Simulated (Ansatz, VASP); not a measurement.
## SnO in VASP and in Ansatz

The input INCAR:

```
PREC     = Accurate       # precision mode
ENCUT    = 520            # plane-wave cutoff, eV
EDIFF    = 1E-6           # SCF threshold, eV
ISMEAR   = -1             # smearing method
SIGMA    = 0.05           # smearing width, eV
LREAL    = False          # projectors in reciprocal space
LASPH    = True           # aspherical terms in the spheres
NELM     = 100            # most SCF steps
ALGO     = Normal         # electronic algorithm
ISIF     = 2              # what is computed and relaxed
LWAVE    = False          # write WAVECAR
LCHARG   = False          # write CHGCAR
NBANDS   = 28             # bands
```

KPOINTS

```
regular mesh
0
Gamma
  8 5 6
```

Contents of POSCAR:

```
SnO
1.0
    3.3772242237      0.0000000000      0.0000000000
    0.0000000000      5.7116819428      0.0000000000
    0.0000000000      0.0000000000      4.2499308811
Sn O
2 2
Direct
    0.5000000000      0.7680910000      0.0131440000
    0.0000000000      0.2319090000      0.5131440000
    0.5000000000      0.1087500000      0.2368570000
    0.0000000000      0.8912500000      0.7368570000
```

Contents of input.yaml:

```yaml
crystal:
  lattice:
    - [3.3772242237, 0.0, 0.0]
    - [0.0, 5.7116819428, 0.0]
    - [0.0, 0.0, 4.2499308811]
  atoms:
    - { symbol: Sn, position: [0.5, 0.768091, 0.013144] }
    - { symbol: Sn, position: [0.0, 0.231909, 0.513144] }
    - { symbol: O, position: [0.5, 0.10875, 0.236857] }
    - { symbol: O, position: [0.0, 0.89125, 0.736857] }
hamiltonian:
  xc: lda
  pseudopotentials: { kind: paw }
kpoints:
  mp_grid: { grid: [8, 5, 6] }
scf:
  occupations: { method: fermi_dirac, width: 0.05 }
output:
  forces: true
  stress: true
  eigenvalues: true
  write_density: true
  write_potential: true
  elf: true
  volumetric_format: npy
```

Alike in both runs: task single point; functional LDA; k mesh 8 × 5 × 6; occupations fermi-dirac, width 0.05 eV; no spin polarisation.

|  | VASP | Ansatz |
| --- | --- | --- |
| version | VASP 6.6.1 | Ansatz 0.2.0 |
| potentials or method | VASP PAW LDA potentials, release 64 (Sn_d, O) | Ansatz PAW |
| plane-wave cutoff (eV) | 520 | 420 |
| valence electrons in the cell | 40 | 40 |

|  | VASP | Ansatz | Ansatz less VASP |
| --- | --- | --- | --- |
| gap on the k mesh at the Fermi level (eV) | 1.47 | 1.49 | +0.024 |
| least direct gap on the mesh (eV) | 2.07 | 2.10 | +0.030 |
| pressure (GPa) | -6.4 | -6.7 | -0.24 |
| traceless stress, the component that is largest in VASP (GPa) | -1.07 | -1.10 | -0.023 |
| rms of the force components (eV/Å) | 0.392 | 0.430 | +0.0383 |

LDA's correlation is that of Perdew and Zunger in VASP and of Perdew and Wang (1992) in Ansatz. Atom by atom the forces differ by 0.039 eV/Å (rms over components).

Noted on Ansatz's run: odd divisions of the mesh miss points on the zone boundary, where band edges often lie, so the gap on the mesh can be too wide.
